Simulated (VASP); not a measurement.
# BeTe (F-43m) in VASP: settings compared, part 2 of 3

VASP 6.6.1.

### 3 Single point, PBE

This run uses another cell than the first one, of 22.71 Å³/atom, 1.060 times its volume.

INCAR

```
SYSTEM = BeTe
PREC = Accurate
ENCUT = 520
EDIFF = 1E-6
ISMEAR = -1
SIGMA = 0.02
LREAL = .FALSE.
LASPH = .TRUE.
NELM = 60
ALGO = Normal
ISIF = 2
LWAVE = .FALSE.
LCHARG = .FALSE.
GGA = PE
NBANDS = 11
```

KPOINTS

```
Automatic mesh
0
G
  8 8 8
  0 0 0
```

POSCAR

```
BeTe
1.0
    0.0000000000      2.8318743933      2.8318743933
    2.8318743933      0.0000000000      2.8318743933
    2.8318743933      2.8318743933      0.0000000000
Be Te
1 1
Direct
    0.0000000000      0.0000000000      0.0000000000
    0.2500000000      0.2500000000      0.2500000000
```

Potentials or basis: VASP PAW PBE potentials, release 64 (Be, Te).

Launch:

```bash
> cat potpaw_PBE.64/Be/POTCAR potpaw_PBE.64/Te/POTCAR > POTCAR
> mpirun -np 1 vasp_std > vasp.out
```

OUTCAR:

```text
SYSTEM = BeTe
   PREC = Accurate
   ENCUT = 520
   EDIFF = 1E-6
   ISMEAR = -1
   LREAL = .FALSE.
   LASPH = .TRUE.
   NELM = 60
   ISIF = 2
   GGA = PE

 ion  position               nearest neighbor table
   1  0.000  0.000  0.000-   2 2.45   2 2.45   2 2.45   2 2.45
   2  0.250  0.250  0.250-   1 2.45   1 2.45   1 2.45   1 2.45

  LATTYP: Found a face centered cubic cell.
 ALAT       =     5.6637487866

  Lattice vectors:

 A1 = (   0.0000000000,   2.8318743933,   2.8318743933)
 A2 = (   2.8318743933,   0.0000000000,   2.8318743933)
 A3 = (   2.8318743933,   2.8318743933,   0.0000000000)

Analysis of symmetry for initial positions (statically):
=====================================================================
 Subroutine PRICEL returns:
 Original cell was already a primitive cell.

 Routine SETGRP: Setting up the symmetry group for a
 face centered cubic supercell.

 Subroutine GETGRP returns: Found 24 space group operations
 (whereof 24 operations were pure point group operations)
 out of a pool of 48 trial point group operations.

The static configuration has the point symmetry T_d .

Analysis of symmetry for dynamics (positions and initial velocities):
=====================================================================
 Subroutine PRICEL returns:
 Original cell was already a primitive cell.

 Routine SETGRP: Setting up the symmetry group for a
 face centered cubic supercell.

 Subroutine GETGRP returns: Found 24 space group operations
 (whereof 24 operations were pure point group operations)
 out of a pool of 48 trial point group operations.

The dynamic configuration has the point symmetry T_d .

 Subroutine INISYM returns: Found 24 space group operations
 (whereof 24 operations are pure point group operations),
 and found     1 'primitive' translations

----------------------------------------------------------------------------------------

                                     Primitive cell

  volume of cell :      45.4205
[... 111 lines left out ...]
  Fermi-wavevector in a.u.,A,eV,Ry     =   0.917672  1.734149 11.457765  0.842122
  Thomas-Fermi vector in A             =   2.042667
   LORBIT       =      0    0 simple, 1 ext, 2 COOP (PROOUT), +10 PAW based schemes
   GGA     = PE    functional components
   LHFCALC =     F    Hartree Fock is set to
   AEXX    =    0.0000 exact exchange contribution
   IVDW    =     0    specifies the selected vdW correction
   LEPSILON=     F    determine dielectric tensor
   LRPA    =     F    only Hartree local field effects (RPA)
 non-spin polarized calculation
  energy-cutoff  :      520.00
  volume of cell :       45.42
 maximum number of plane-waves:      1243
 NGX is ok and might be reduce to    30
   NGX = 15   NGY = 15   NGZ = 15

 number of electron       8.0000000 magnetization

 Free energy of the ion-electron system (eV)
  ---------------------------------------------------
  ext. energy  EPLUGINS =         0.00000000
  ---------------------------------------------------
  free energy    TOTEN  =        -7.62446163 eV

  energy without entropy =       -7.62446163  energy(sigma->0) =       -7.62446163

 E-fermi :   5.3021     XC(G=0):  -8.9892

 val. band max:        4.9089605173   @ k =   0.0000   0.0000   0.0000
 cond. band min:       6.9234622689   @ k =   0.5000   0.5000   0.0000
 fundamental gap:      2.0145017516
 Fermi energy:         5.3021046995

 k-point     1 :       0.0000    0.0000    0.0000
  band No.  band energies     occupation
      1      -7.2780      2.00000
      2       4.9090      2.00000
      3       4.9090      2.00000
      4       4.9090      2.00000
      5       8.5324      0.00000
      6       8.5324      0.00000
      7       8.5324      0.00000
      8       8.6078      0.00000
      9      13.2003      0.00000
     10      15.1184      0.00000
     11      15.1184      0.00000
[... 309 lines left out ...]
 k-point    24 :      -0.3750    0.2500    0.1250
  band No.  band energies     occupation
      1      -5.7428      2.00000
      2      -0.1133      2.00000
      3       2.0734      2.00000
      4       3.0525      2.00000
      5       9.0917      0.00000
      6       9.2990      0.00000
      7      11.5229      0.00000
      8      12.6052      0.00000
      9      13.3839      0.00000
     10      16.4267      0.00000
     11      16.7649      0.00000

 [... further k-points ...]
[... 5 lines left out ...]
  --------------------------------------------------------------------------------------
  -------------------------------------------------------------------------------------
  Total        0.0396076      0.0396076      0.0396076      0.0000000      0.0000000      0.0000000
  in kB        1.3971300      1.3971300      1.3971300      0.0000000      0.0000000      0.0000000
  external PRESSURE =       1.3971300 kB  Pullay stress =       0.0000000 kB

 VOLUME and BASIS-vectors are now :
 -----------------------------------------------------------------------------
  energy-cutoff  :      520.00
  volume of cell :       45.42
      direct lattice vectors                 reciprocal lattice vectors
     0.000000000  2.831874393  2.831874393    -0.176561503  0.176561503  0.176561503
     2.831874393  0.000000000  2.831874393     0.176561503 -0.176561503  0.176561503
     2.831874393  2.831874393  0.000000000     0.176561503  0.176561503 -0.176561503

 POSITION                                       TOTAL-FORCE (eV/Angst)
 -----------------------------------------------------------------------------------
      0.00000      0.00000      0.00000         0.000000      0.000000      0.000000
      1.41594      1.41594      1.41594        -0.000000     -0.000000     -0.000000
 -----------------------------------------------------------------------------------
    total drift:                                0.000000      0.000000      0.000000

  FREE ENERGIE OF THE ION-ELECTRON SYSTEM (eV)
  ---------------------------------------------------
  free  energy   TOTEN  =        -7.6244616347 eV

  energy  without entropy=       -7.6244616347  energy(sigma->0) =       -7.62446163
```

Run time: 7.2 s. Hardware: 1 thread of Intel Xeon 6975P-C (Granite Rapids), shared host; peak memory 0.17 GiB.

Results:

- Free energy: -7.6245 eV
- Pressure: 0.1 GPa
- Band gap on the k mesh: 2.01 eV, indirect (least direct gap 3.62 eV)

Caveat: spin-orbit coupling is left out, which moves the levels of the heavy elements.

### 4 Single point, LDA

This run uses another cell than the first one, of 22.63 Å³/atom, 1.056 times its volume.

INCAR

```
SYSTEM = BeTe
PREC = Accurate
ENCUT = 520
EDIFF = 1E-7
ISMEAR = 0
SIGMA = 0.01
LREAL = .False.
LASPH = .True.
NELM = 80
ALGO = Normal
ISIF = 2
LWAVE = .False.
LCHARG = .False.
GGA = CA
NBANDS = 11
```

KPOINTS

```
regular mesh
0
Gamma
  8 8 8
  0 0 0
```

POSCAR

```
BeTe
1.0
    0.0000000000      2.8286229065      2.8286229065
    2.8286229065      0.0000000000      2.8286229065
    2.8286229065      2.8286229065      0.0000000000
Be Te
1 1
Direct
    0.0000000000      0.0000000000      0.0000000000
    0.2500000000      0.2500000000      0.2500000000
```

Potentials or basis: VASP PAW LDA potentials, release 64 (Be, Te).

Launch:

```bash
> cat potpaw_LDA.64/Be/POTCAR potpaw_LDA.64/Te/POTCAR > POTCAR
> mpirun -np 1 vasp_std > vasp.out
```

OUTCAR:

```text
SYSTEM = BeTe
   PREC = Accurate
   ENCUT = 520
   EDIFF = 1E-7
   ISMEAR = 0
   LREAL = .False.
   LASPH = .True.
   NELM = 80
   ISIF = 2
   GGA = CA

 ion  position               nearest neighbor table
   1  0.000  0.000  0.000-   2 2.45   2 2.45   2 2.45   2 2.45
   2  0.250  0.250  0.250-   1 2.45   1 2.45   1 2.45   1 2.45

  LATTYP: Found a face centered cubic cell.
 ALAT       =     5.6572458130

  Lattice vectors:

 A1 = (   0.0000000000,   2.8286229065,   2.8286229065)
 A2 = (   2.8286229065,   0.0000000000,   2.8286229065)
 A3 = (   2.8286229065,   2.8286229065,   0.0000000000)

Analysis of symmetry for initial positions (statically):
=====================================================================
 Subroutine PRICEL returns:
 Original cell was already a primitive cell.

 Routine SETGRP: Setting up the symmetry group for a
 face centered cubic supercell.

 Subroutine GETGRP returns: Found 24 space group operations
 (whereof 24 operations were pure point group operations)
 out of a pool of 48 trial point group operations.

The static configuration has the point symmetry T_d .

Analysis of symmetry for dynamics (positions and initial velocities):
=====================================================================
 Subroutine PRICEL returns:
 Original cell was already a primitive cell.

 Routine SETGRP: Setting up the symmetry group for a
 face centered cubic supercell.

 Subroutine GETGRP returns: Found 24 space group operations
 (whereof 24 operations were pure point group operations)
 out of a pool of 48 trial point group operations.

The dynamic configuration has the point symmetry T_d .

 Subroutine INISYM returns: Found 24 space group operations
 (whereof 24 operations are pure point group operations),
 and found     1 'primitive' translations

----------------------------------------------------------------------------------------

                                     Primitive cell

  volume of cell :      45.2642

[... 112 lines left out ...]
   LORBIT       =      0    0 simple, 1 ext, 2 COOP (PROOUT), +10 PAW based schemes
   GGA     = CA    functional components
   LHFCALC =     F    Hartree Fock is set to
   AEXX    =    0.0000 exact exchange contribution
   IVDW    =     0    specifies the selected vdW correction
   LEPSILON=     F    determine dielectric tensor
   LRPA    =     F    only Hartree local field effects (RPA)
 non-spin polarized calculation
 Gauss-broadening in eV      SIGMA  =   0.01
  energy-cutoff  :      520.00
  volume of cell :       45.26
 maximum number of plane-waves:      1243
 NGX is ok and might be reduce to    30
   NGX = 15   NGY = 15   NGZ = 15

 number of electron       8.0000000 magnetization

 Free energy of the ion-electron system (eV)
  ---------------------------------------------------
  ext. energy  EPLUGINS =         0.00000000
  ---------------------------------------------------
  free energy    TOTEN  =        -8.70541900 eV

  energy without entropy =       -8.70541900  energy(sigma->0) =       -8.70541900

 E-fermi :   4.8581     XC(G=0):  -9.2183

 val. band max:        4.7921846947   @ k =   0.0000   0.0000   0.0000
 cond. band min:       6.6924573134   @ k =   0.5000   0.5000   0.0000
 fundamental gap:      1.9002726187
 Fermi energy:         4.8581090900

 k-point     1 :       0.0000    0.0000    0.0000
  band No.  band energies     occupation
      1      -7.4398      2.00000
      2       4.7922      2.00000
      3       4.7922      2.00000
      4       4.7922      2.00000
      5       8.3870      0.00000
      6       8.3870      0.00000
      7       8.3870      0.00000
      8       8.4187      0.00000
      9      12.9392      0.00000
     10      15.0012      0.00000
     11      15.0012      0.00000
[... 309 lines left out ...]
 k-point    24 :      -0.3750    0.2500    0.1250
  band No.  band energies     occupation
      1      -5.9109      2.00000
      2      -0.2356      2.00000
      3       1.9481      2.00000
      4       2.9239      2.00000
      5       8.9138      0.00000
      6       9.1359      0.00000
      7      11.3659      0.00000
      8      12.4133      0.00000
      9      13.1585      0.00000
     10      16.2049      0.00000
     11      16.5211      0.00000

 [... further k-points ...]
[... 5 lines left out ...]
  --------------------------------------------------------------------------------------
  -------------------------------------------------------------------------------------
  Total       -0.8234732     -0.8234732     -0.8234732     -0.0000000     -0.0000000      0.0000000
  in kB      -29.1477402    -29.1477402    -29.1477402     -0.0000000     -0.0000000      0.0000000
  external PRESSURE =     -29.1477402 kB  Pullay stress =       0.0000000 kB

 VOLUME and BASIS-vectors are now :
 -----------------------------------------------------------------------------
  energy-cutoff  :      520.00
  volume of cell :       45.26
      direct lattice vectors                 reciprocal lattice vectors
     0.000000000  2.828622907  2.828622907    -0.176764460  0.176764460  0.176764460
     2.828622907  0.000000000  2.828622907     0.176764460 -0.176764460  0.176764460
     2.828622907  2.828622907  0.000000000     0.176764460  0.176764460 -0.176764460

 POSITION                                       TOTAL-FORCE (eV/Angst)
 -----------------------------------------------------------------------------------
      0.00000      0.00000      0.00000        -0.000000     -0.000000     -0.000000
      1.41431      1.41431      1.41431         0.000000      0.000000      0.000000
 -----------------------------------------------------------------------------------
    total drift:                                0.000000      0.000000      0.000000

  FREE ENERGIE OF THE ION-ELECTRON SYSTEM (eV)
  ---------------------------------------------------
  free  energy   TOTEN  =        -8.7054189973 eV

  energy  without entropy=       -8.7054189973  energy(sigma->0) =       -8.70541900
```

stdout:

```text
POSCAR found type information on POSCAR BeTe
 POSCAR found :  2 types and       2 ions
 scaLAPACK will be used
 LDA part: xc-table for (Slater(with rela. corr.)+CA(PZ))
 , standard interpolation
 POSCAR, INCAR and KPOINTS ok, starting setup
 FFT: planning ... GRIDC
 FFT: planning ... GRID_SOFT
 FFT: planning ... GRID
 WAVECAR not read
 entering main loop
```

Run time: 5.5 s. Hardware: 1 thread of Intel Xeon 6975P-C (Granite Rapids), shared host; peak memory 0.15 GiB.

Results:

```
Free energy            : -8.7054 eV
Pressure               : -2.9 GPa
Band gap on the k mesh : 1.90 eV, indirect (least direct gap 3.59 eV)
```

Caveat: spin-orbit coupling is left out, which moves the levels of the heavy elements. A k mesh can miss the band edges.

(Continued in part 3 of 3.)
